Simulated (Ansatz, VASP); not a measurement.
One calculation of As, two programs

```
As
1.0
     5.27891    0.00000    0.00000
    -2.63945    4.57167    0.00000
     0.00000    0.00000   10.25541
As
4
Direct
  0.33333 0.66667 0.32432
  0.33333 0.66667 0.17568
  0.66667 0.33333 0.82432
  0.66667 0.33333 0.67568
```

Alike in both runs: task relaxation of cell and atoms; functional PBE; dispersion D3(BJ); k mesh 6 × 6 × 2; occupations gaussian, width 0.1 eV; no spin polarisation.

|  | VASP | Ansatz |
| --- | --- | --- |
| version | VASP 6.6.1 | Ansatz 0.2.0 |
| potentials or method | VASP PAW PBE potentials, release 64 (As), cutoff 600 eV | scalar-relativistic, plane waves, PAW |
| valence electrons in the cell | 20 | 60 |

Ansatz gave:

```
gap on the k mesh at the Fermi level, each at its own relaxed structure (eV) : none
relaxed volume (Å³/atom)                                                     : 26.95
relaxed cell length with the largest relative difference (Å)                 : 9.500
```

Question: Estimate VASP's values.

Answer: gap on the k mesh at the Fermi level, each at its own relaxed structure (eV): none; relaxed volume (Å³/atom): 24.47; relaxed cell length with the largest relative difference (Å): 5.808.

A gap of «none» marks a metal or a gap that the smearing closes. One of these differences is far larger than is usual between the two programs; its cause wasn't traced. VASP's potentials hold 20 valence electrons a cell and Ansatz's 60, so a difference there can come from the potentials and not from the codes.

Noted on VASP's run: the volume moved by over 15 % at a fixed basis, so the end points are rough.
